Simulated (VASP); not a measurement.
# BN (Cm) in VASP: a series of runs

BN is run at these levels: PBE+D3(BJ); tasks: single point.

All numbers are computed with VASP 6.6.1; they aren't measurements. Logs are shortened: lines on timing, memory, paths and dates and some standing lists are left out, and cuts for length are marked.

## Step 1: The cell of the first run

It takes space group Cm (No. 8, monoclinic). Conventional cell: a = 4.341 Å, b = 2.506 Å, c = 6.597 Å, α = 90.00°, β = 90.00°, γ = 90.00°. B (site symmetry m) has 3 N at 1.40 to 1.55 Å within 1.9 Å. B (site symmetry m) has 3 N at 1.45 Å within 1.9 Å. N (site symmetry m) has 3 B at 1.45 Å within 1.9 Å. Within 1.9 Å of N (site symmetry m) lie 3 B at 1.40 to 1.55 Å.

## Step 2: Single point, PBE+D3(BJ) (atom 1 (B) moved by +0.096 Å along [1 2 0] and -0.096 Å along [0 0 1])

INCAR reads:

```
SYSTEM = BN
PREC = Accurate ; ENCUT = 520
EDIFF = 1E-7 ; ISMEAR = 0
SIGMA = 0.05 ; LREAL = .False.
LASPH = .True. ; NELM = 80
ALGO = Normal ; ISIF = 2
LWAVE = .False. ; LCHARG = .True.
GGA = PE ; IVDW = 12
LELF = .True. ; LVHAR = .True.
NBANDS = 16
```

KPOINTS reads:

```
Automatic mesh
0
Gamma
  12 12 4
  0 0 0
```

POSCAR reads:

```
BN
1.0
    2.5061233057      0.0000000000      0.0000000000
   -1.2530616528      2.1703664477      0.0000000000
    0.0000000000      0.0000000000      6.5973571420
B N
2 2
Direct
    0.0221160809      0.0442321619      0.4854487186
    0.3333333333      0.6666666667      0.0000000000
    0.0000000000      0.0000000000      0.0000000000
    0.6666666667      0.3333333333      0.5000000000
```

Potentials or basis: VASP PAW PBE potentials, release 64 (B, N).

The run is started by

```
cat potpaw_PBE.64/B/POTCAR potpaw_PBE.64/N/POTCAR > POTCAR
mpirun -np 1 vasp_std > vasp.out
```

OUTCAR:

```text
SYSTEM = BN
   PREC = Accurate
   ENCUT = 520
   EDIFF = 1E-7
   ISMEAR = 0
   LREAL = .False.
   LASPH = .True.
   NELM = 80
   ISIF = 2
   GGA = PE
   IVDW = 12
 IVDW          = 12

 ion  position               nearest neighbor table
   1  0.022  0.044  0.485-   4 1.40   4 1.40   4 1.55
   2  0.333  0.667  0.000-   3 1.45   3 1.45   3 1.45
   3  0.000  0.000  0.000-   2 1.45   2 1.45   2 1.45
   4  0.667  0.333  0.500-   1 1.40   1 1.40   1 1.55

  LATTYP: Found a hexagonal cell.
 ALAT       =     2.5061233057
 C/A-ratio  =     2.6324950281

  Lattice vectors:

 A1 = (   2.5061233057,   0.0000000000,   0.0000000000)
 A2 = (  -1.2530616528,   2.1703664477,   0.0000000000)
 A3 = (   0.0000000000,   0.0000000000,   6.5973571420)

Analysis of symmetry for initial positions (statically):
=====================================================================
 Subroutine PRICEL returns:
 Original cell was already a primitive cell.

 Routine SETGRP: Setting up the symmetry group for a
 hexagonal supercell.

 Subroutine GETGRP returns: Found  2 space group operations
 (whereof  2 operations were pure point group operations)
 out of a pool of 24 trial point group operations.

The static configuration has the point symmetry C_1h.

Analysis of symmetry for dynamics (positions and initial velocities):
=====================================================================
 Subroutine PRICEL returns:
 Original cell was already a primitive cell.

 Routine SETGRP: Setting up the symmetry group for a
 hexagonal supercell.

 Subroutine GETGRP returns: Found  2 space group operations
 (whereof  2 operations were pure point group operations)
 out of a pool of 24 trial point group operations.

The dynamic configuration has the point symmetry C_1h.

 Subroutine INISYM returns: Found  2 space group operations
 (whereof  2 operations are pure point group operations),
 and found     1 'primitive' translations

----------------------------------------------------------------------------------------

                                     Primitive cell

  volume of cell :      35.8844

  direct lattice vectors                    reciprocal lattice vectors
     2.506123306  0.000000000  0.000000000     0.399022665  0.230375843  0.000000000
    -1.253061653  2.170366448  0.000000000     0.000000000  0.460751686  0.000000000
     0.000000000  0.000000000  6.597357142     0.000000000  0.000000000  0.151575847

  length of vectors
     2.506123306  2.506123306  6.597357142     0.460751686  0.460751686  0.151575847

  position of ions in fractional coordinates (direct lattice)
     0.022116081  0.044232162  0.485448719
     0.333333333  0.666666667  0.000000000
     0.000000000  0.000000000  0.000000000
     0.666666667  0.333333333  0.500000000

  ion indices of the primitive-cell ions
   primitive index   ion index
                 1           1
                 2           2
                 3           3
                 4           4

----------------------------------------------------------------------------------------

 KPOINTS: Automatic mesh

Automatic generation of k-mesh.
 Grid dimensions read from file:
 generate k-points for:   12   12    4

 Generating k-lattice:

  Cartesian coordinates                     Fractional coordinates (reciprocal lattice)
     0.033251889  0.019197987  0.000000000     0.083333333 -0.000000000  0.000000000
     0.000000000  0.038395974  0.000000000     0.000000000  0.083333333  0.000000000
     0.000000000  0.000000000  0.037893962     0.000000000  0.000000000  0.250000000

  Length of vectors
     0.038395974  0.038395974  0.037893962

  Shift w.r.t. Gamma in fractional coordinates (k-lattice)
     0.000000000  0.000000000  0.000000000

 Subroutine IBZKPT returns following result:
 ===========================================

 Found    164 irreducible k-points:

 Following reciprocal coordinates:
            Coordinates               Weight
  0.000000  0.000000  0.000000      1.000000
  0.083333  0.000000  0.000000      4.000000
  0.000000  0.083333  0.000000      2.000000
  0.166667  0.000000  0.000000      4.000000
  0.000000  0.166667  0.000000      2.000000
  0.250000  0.000000  0.000000      4.000000
[... 16 lines left out ...]
 -0.083333  0.416667  0.000000      4.000000
 -0.416667  0.333333  0.000000      4.000000
 [... further k-points ...]
   k-points           NKPTS =    164   k-points in BZ     NKDIM =    164   number of bands    NBANDS=     16
   number of dos      NEDOS =    301   number of ions     NIONS =      4
   total plane-waves  NPLWV =  20000
   dimension x,y,z NGX =    20 NGY =   20 NGZ =   50
   dimension x,y,z NGXF=    40 NGYF=   40 NGZF=  100
   ions per type =               2   2
   NGX,Y,Z   is equivalent  to a cutoff of  13.27, 13.27, 12.60 a.u.
   NGXF,Y,Z  is equivalent  to a cutoff of  26.53, 26.53, 25.20 a.u.
 SYSTEM =  BN
   PREC   = accura    normal or accurate (medium, high low for compatibility)
   ISTART =      0    job   : 0-new  1-cont  2-samecut
   ICHARG =      2    charge: 1-file 2-atom 10-const
   ISPIN  =      1    spin polarized calculation?
   LNONCOLLINEAR =      F non collinear calculations
   LSORBIT =      F    spin-orbit coupling
   LASPH  =      T    aspherical Exc in radial PAW
   ENCUT  =  520.0 eV  38.22 Ry    6.18 a.u.   4.66  4.66 12.27*2*pi/ulx,y,z
   NELM   =     80;   NELMIN=  2; NELMDL= -5     # of ELM steps
   EDIFF  = 0.1E-06   stopping-criterion for ELM
   LREAL  =      F    real-space projection
   EDIFFG = 0.1E-05   stopping-criterion for IOM
   NSW    =      0    number of steps for IOM
   IBRION =     -1    ionic relax: 0-MD 1-quasi-New 2-CG
   NFREE  =      0    steps in history (QN), initial steepest desc. (CG)
   ISIF   =      2    stress and relaxation
   ISYM   =      2    0-nonsym 1-usesym 2-fastsym
   POTIM  = 0.5000    time-step for ionic-motion
   TEBEG  =    0.0;   TEEND  =   0.0 temperature during run
   PSTRESS=    0.0 pullay stress
   NELECT =      16.0000    total number of electrons
   NUPDOWN=      -1.0000    fix difference up-down
   EMIN   =  10.00;   EMAX   =-10.00  energy-range for DOS
   EFERMI =   0.00;   METHOD = LEGACY
   ISMEAR =     0;   SIGMA  =   0.05  broadening in eV -4-tet -1-fermi 0-gaus
   EFERMI_NEDOS =   21; number of points for ismear=-14 and -15
   IALGO  =     38    algorithm
   IMIX   =      4    mixing-type and parameters
     AMIX     =   0.40;   BMIX     =  1.00
     AMIX_MAG =   1.60;   BMIX_MAG =  1.00
  volume/ion in A,a.u.               =       8.97        60.54
  Fermi-wavevector in a.u.,A,eV,Ry     =   1.250680  2.363443 21.282251  1.564201
  Thomas-Fermi vector in A             =   2.384663
   LORBIT       =      0    0 simple, 1 ext, 2 COOP (PROOUT), +10 PAW based schemes
   GGA     = PE    functional components
   LHFCALC =     F    Hartree Fock is set to
   AEXX    =    0.0000 exact exchange contribution
   IVDW    =    12    specifies the selected vdW correction
   LEPSILON=     F    determine dielectric tensor
   LRPA    =     F    only Hartree local field effects (RPA)
 non-spin polarized calculation
 Gauss-broadening in eV      SIGMA  =   0.05
  energy-cutoff  :      520.00
  volume of cell :       35.88
 maximum number of plane-waves:       985
   NGX =  9   NGY =  9   NGZ = 25

 number of electron      15.9999998 magnetization

 Free energy of the ion-electron system (eV)
  ---------------------------------------------------
  ext. energy  EPLUGINS =         0.00000000
  ---------------------------------------------------
  free energy    TOTEN  =       -34.92151186 eV

  energy without entropy =      -34.92151186  energy(sigma->0) =      -34.92151186

 E-fermi :   2.5739     XC(G=0): -10.1205

 val. band max:        2.3202413032   @ k =   0.3333   0.3333   0.5000
 cond. band min:       6.5402115249   @ k =   0.5000   0.0000   0.0000
 fundamental gap:      4.2199702217
 Fermi energy:         2.5738669255

 k-point     1 :       0.0000    0.0000    0.0000
  band No.  band energies     occupation
      1     -15.5009      2.00000
      2     -15.1504      2.00000
      3      -3.9305      2.00000
      4      -1.7294      2.00000
      5       0.0336      2.00000
      6       0.9089      2.00000
[... 8 lines left out ...]
     15      15.5163      0.00000
     16      15.5177      0.00000

 k-point     2 :       0.0833    0.0000    0.0000
  band No.  band energies     occupation
      1     -15.3659      2.00000
      2     -15.0210      2.00000
      3      -3.7429      2.00000
      4      -1.5641      2.00000
      5      -0.3857      2.00000
      6       0.3503      2.00000
[... 8 lines left out ...]
     15      15.1684      0.00000
     16      15.8032      0.00000

 k-point     3 :       0.0000    0.0833    0.0000
  band No.  band energies     occupation
      1     -15.3643      2.00000
      2     -15.0163      2.00000
      3      -3.7458      2.00000
      4      -1.5683      2.00000
      5      -0.1644      2.00000
      6       0.3496      2.00000
[... 8 lines left out ...]
     15      15.3023      0.00000
     16      16.0419      0.00000

 k-point     4 :       0.1667    0.0000    0.0000
  band No.  band energies     occupation
      1     -14.9684      2.00000
      2     -14.6407      2.00000
      3      -3.1867      2.00000
      4      -1.5312      2.00000
      5      -1.0647      2.00000
      6      -1.0526      2.00000
[... 8 lines left out ...]
     15      16.0499      0.00000
     16      16.7743      0.00000

 k-point     5 :       0.0000    0.1667    0.0000
  band No.  band energies     occupation
      1     -14.9624      2.00000
      2     -14.6210      2.00000
      3      -3.1991      2.00000
      4      -1.1004      2.00000
      5      -1.0597      2.00000
      6      -0.6625      2.00000
[... 8 lines left out ...]
     15      16.0991      0.00000
     16      17.4927      0.00000

 k-point     6 :       0.2500    0.0000    0.0000
  band No.  band energies     occupation
      1     -14.3355      2.00000
      2     -14.0380      2.00000
      3      -3.0778      2.00000
      4      -2.8359      2.00000
      5      -2.2775      2.00000
      6      -0.7044      2.00000
[... 8 lines left out ...]
     15      17.7241      0.00000
     16      18.2780      0.00000
[... 267 lines left out ...]
 k-point    21 :      -0.3333    0.2500    0.0000
  band No.  band energies     occupation
      1     -13.8637      2.00000
      2     -13.5994      2.00000
      3      -3.9569      2.00000
      4      -3.7579      2.00000
      5      -1.5748      2.00000
      6      -1.3960      2.00000
[... 8 lines left out ...]
     15      17.6392      0.00000
     16      18.4060      0.00000

 k-point    22 :       0.3333    0.0833    0.0000
  band No.  band energies     occupation
      1     -13.0323      2.00000
      2     -12.8083      2.00000
      3      -5.4202      2.00000
      4      -5.2928      2.00000
      5      -1.9481      2.00000
      6      -1.3816      2.00000
[... 8 lines left out ...]
     15      17.7766      0.00000
     16      19.7243      0.00000

 k-point    23 :      -0.0833    0.4167    0.0000
  band No.  band energies     occupation
      1     -13.0164      2.00000
      2     -12.7115      2.00000
      3      -5.3650      2.00000
      4      -4.8664      2.00000
      5      -2.3277      2.00000
      6      -1.9421      2.00000
[... 8 lines left out ...]
     15      17.8008      0.00000
     16      19.2245      0.00000

 k-point    24 :      -0.4167    0.3333    0.0000
  band No.  band energies     occupation
      1     -13.0411      2.00000
      2     -12.8367      2.00000
      3      -5.4221      2.00000
      4      -5.2984      2.00000
      5      -1.9478      2.00000
      6      -1.2978      2.00000
[... 8 lines left out ...]
     15      17.9065      0.00000
     16      19.8372      0.00000

 [... further k-points ...]

------------------------ aborting loop because EDIFF is reached ----------------------------------------

 Edisp (eV)   -0.56850

 E8    (eV) :    -0.1667

  FORCE on cell =-STRESS in cart. coord.  units (eV):
  Direction    XX          YY          ZZ          XY          YZ          ZX
  --------------------------------------------------------------------------------------
  -------------------------------------------------------------------------------------
  Total       1.54682    -0.51205    -0.17316    -0.00000     0.31448     0.00000
  in kB      69.06309   -22.86207    -7.73117    -0.00000    14.04085     0.00000
  external pressure =       12.82 kB  Pullay stress =        0.00 kB

 VOLUME and BASIS-vectors are now :
 -----------------------------------------------------------------------------
  energy-cutoff  :      520.00
  volume of cell :       35.88
      direct lattice vectors                 reciprocal lattice vectors
     2.506123306  0.000000000  0.000000000     0.399022665  0.230375843  0.000000000
    -1.253061653  2.170366448  0.000000000     0.000000000  0.460751686  0.000000000
     0.000000000  0.000000000  6.597357142     0.000000000  0.000000000  0.151575847

 POSITION                                       TOTAL-FORCE (eV/Angst)
 -----------------------------------------------------------------------------------
     -0.00000      0.09600      3.20268        -0.000000     -3.304688      1.212700
     -0.00000      1.44691      0.00000         0.000000      0.001925     -0.086137
      0.00000      0.00000      0.00000         0.000000      0.000218      0.072935
      1.25306      0.72346      3.29868         0.000000      3.302546     -1.199498
 -----------------------------------------------------------------------------------
    total drift:                                0.000001      0.000044     -0.000009

  FREE ENERGIE OF THE ION-ELECTRON SYSTEM (eV)
  ---------------------------------------------------
  free  energy   TOTEN  =       -35.4900158715 eV

  energy  without entropy=      -35.4900158715  energy(sigma->0) =      -35.49001587
```

It took 84 s on 1 thread of AMD EPYC 9R45 (Zen 5), shared host; peak memory 0.18 GiB.

Results:

```
Free energy                : -35.4900 eV
Pressure                   : 1.3 GPa
Largest force              : 3.520 eV/Å
Band gap on the k mesh     : 4.22 eV, indirect (least direct gap 4.45 eV)
Dispersion energy per atom : -0.142 eV
```

Forces in eV/Å, atoms in the order of the input:
```
B    0.000 -3.305  1.213
B    0.000  0.002 -0.086
N    0.000  0.000  0.073
N    0.000  3.303 -1.199
```

Levels at points of the mesh, in eV from the valence-band top:
| k point | band 4 | band 5 | band 6 | band 7 | band 8 | band 9 | band 10 | band 11 | band 12 | band 13 |
| --- | --- | --- | --- | --- | --- | --- | --- | --- | --- | --- |
| (0.00, 0.00, 0.00) | -4.05 | -2.29 | -1.41 | -1.41 | -0.08 | 5.18 | 10.14 | 10.32 | 11.50 | 11.51 |
| (0.50, 0.00, 0.00) | -8.83 | -4.20 | -3.60 | -1.25 | -0.57 | 4.22 | 5.32 | 9.56 | 9.63 | 12.74 |
| (0.00, 0.50, 0.00) | -8.54 | -4.60 | -4.20 | -1.50 | -0.81 | 4.55 | 6.05 | 9.58 | 9.65 | 12.96 |
| (0.00, 0.00, 0.50) | -5.15 | -2.29 | -1.41 | -1.41 | -0.08 | 7.27 | 7.89 | 10.22 | 11.50 | 11.50 |
| (0.50, 0.00, 0.50) | -8.88 | -4.20 | -3.60 | -1.01 | -0.70 | 4.35 | 4.64 | 9.73 | 9.84 | 13.56 |
| (0.00, 0.50, 0.50) | -8.56 | -4.60 | -4.20 | -1.23 | -0.99 | 4.63 | 5.41 | 9.78 | 9.87 | 13.42 |

Caveat: the cell differs from its parent crystal (atom 1 (B) moved by +0.096 Å along [1 2 0] and -0.096 Å along [0 0 1]); forces of over 1 eV/Å act on the atoms, so gaps and moduli don't describe the material at rest. A k mesh can miss the band edges.

## Step 3: Single point, PBE+D3(BJ) (atom 1 (B) moved by -0.096 Å along [1 2 0] and -0.096 Å along [0 0 1])

INCAR reads:

```
SYSTEM = BN
ALGO = Normal
EDIFF = 1E-6
ENCUT = 520
GGA = PE
ISIF = 2
ISMEAR = 0
IVDW = 12
LASPH = .True.
LCHARG = .False.
LREAL = .False.
LWAVE = .False.
NBANDS = 16
NELM = 60
PREC = Accurate
SIGMA = 0.05
```

KPOINTS reads:

```
k-points
0
Gamma
  12 12 4
  0 0 0
```

Changes to POSCAR since step 2:

```diff
@@ -8,3 +8,3 @@
 Direct
-    0.0221160809      0.0442321619      0.4854487186
+   -0.0221160809     -0.0442321619      0.4854487186
     0.3333333333      0.6666666667      0.0000000000
```

Potentials or basis: VASP PAW PBE potentials, release 64 (B, N).

The run is started by

```
cat potpaw_PBE.64/B/POTCAR potpaw_PBE.64/N/POTCAR > POTCAR
mpirun -np 1 vasp_std > vasp.out
```

Wall time 83 s (1 thread of AMD EPYC 9R45 (Zen 5), shared host); peak memory 0.18 GiB.

Results (log left out):

* Free energy: -35.4527 eV
* Pressure: 1.7 GPa
* Largest force: 4.643 eV/Å
* Band gap on the k mesh: 4.06 eV, indirect (least direct gap 4.46 eV)
* Dispersion energy per atom: -0.142 eV

Forces on the atoms (eV/Å):
```
B    0.000  4.486  1.196
B    0.000 -0.003 -0.086
N    0.000  0.003  0.073
N    0.000 -4.486 -1.183
```

Stress tensor (GPa, compression positive):
```
-3.21  0.00  0.00
 0.00  8.96 -1.92
 0.00 -1.92 -0.77
```

Levels at points of the mesh, in eV from the valence-band top:
```
           k point  band 6  band 7  band 8  band 9  band 10  band 11
(0.00, 0.00, 0.00)   -1.40   -1.40   -0.10    5.20    10.26    10.30
(0.50, 0.00, 0.00)   -4.13   -1.39   -0.73    4.48     5.78     9.41
(0.00, 0.50, 0.00)   -3.45   -1.19   -0.47    4.08     5.19     9.64
(0.00, 0.00, 0.50)   -1.40   -1.40   -0.10    7.29     7.91    10.26
(0.50, 0.00, 0.50)   -4.15   -1.08   -0.95    4.65     5.07     9.61
(0.00, 0.50, 0.50)   -3.45   -0.99   -0.53    4.07     4.66     9.83
```

Caveat: the cell differs from its parent crystal (atom 1 (B) moved by -0.096 Å along [1 2 0] and -0.096 Å along [0 0 1]); forces of over 1 eV/Å act on the atoms, so gaps and moduli don't describe the material at rest.

## Step 4: Single point, PBE+D3(BJ)

INCAR reads:

```
SYSTEM = BN
ALGO = Normal
EDIFF = 1E-6
ENCUT = 520
GGA = PE
ISIF = 2
ISMEAR = 1
IVDW = 12
LASPH = .TRUE.
LCHARG = .FALSE.
LREAL = .FALSE.
LWAVE = .FALSE.
NBANDS = 16
NELM = 60
PREC = Accurate
SIGMA = 0.05
```

KPOINTS reads:

```
k-points
0
G
  12 12 4
  0 0 0
```

Changes to POSCAR since step 3:

```diff
@@ -8,3 +8,3 @@
 Direct
-   -0.0221160809     -0.0442321619      0.4854487186
+   -0.0221160809     -0.0442321619      0.4708974373
     0.3333333333      0.6666666667      0.0000000000
```

The run is started by

```
cat potpaw_PBE.64/B/POTCAR potpaw_PBE.64/N/POTCAR > POTCAR
mpirun -np 1 vasp_std > vasp.out
```

It took 48 s on 1 thread of AMD EPYC 9R45 (Zen 5), shared host; peak memory 0.18 GiB.

The run converged. Its results:

```yaml
Free_energy: -35.2795 eV
Pressure: 0.7 GPa
Largest_force: 4.867 eV/Å
Band_gap_on_the_k_mesh: 3.83 eV, indirect (least direct gap 4.37 eV)
Dispersion_energy_per_atom: -0.142 eV
```

Forces in eV/Å, atoms in the order of the input:
```
B    0.000  4.224  2.418
B    0.000 -0.003 -0.169
N    0.000  0.002  0.144
N    0.000 -4.223 -2.392
```

Stress tensor (GPa, compression positive):
```
-3.06  0.00  0.00
 0.00  7.72 -3.60
 0.00 -3.60 -2.56
```

Levels at points of the mesh, in eV from the valence-band top:
```csv
k point,band 5,band 6,band 7,band 8,band 9,band 10,band 11,band 12
"(0.00, 0.00, 0.00)",-2.07,-1.58,-1.58,0.00,4.82,10.11,10.21,11.33
"(0.50, 0.00, 0.00)",-4.37,-4.01,-1.53,-0.84,4.27,5.47,9.29,9.51
"(0.00, 0.50, 0.00)",-4.37,-3.33,-1.38,-0.57,3.86,4.99,9.48,9.85
"(0.00, 0.00, 0.50)",-2.06,-1.58,-1.58,0.00,6.67,7.94,10.21,11.33
"(0.50, 0.00, 0.50)",-4.37,-4.01,-1.25,-1.01,4.46,4.76,9.46,9.70
"(0.00, 0.50, 0.50)",-4.37,-3.33,-1.20,-0.61,3.83,4.48,9.64,10.08
```

Caveat: forces of over 1 eV/Å act on the atoms, so gaps and moduli don't describe the material at rest.
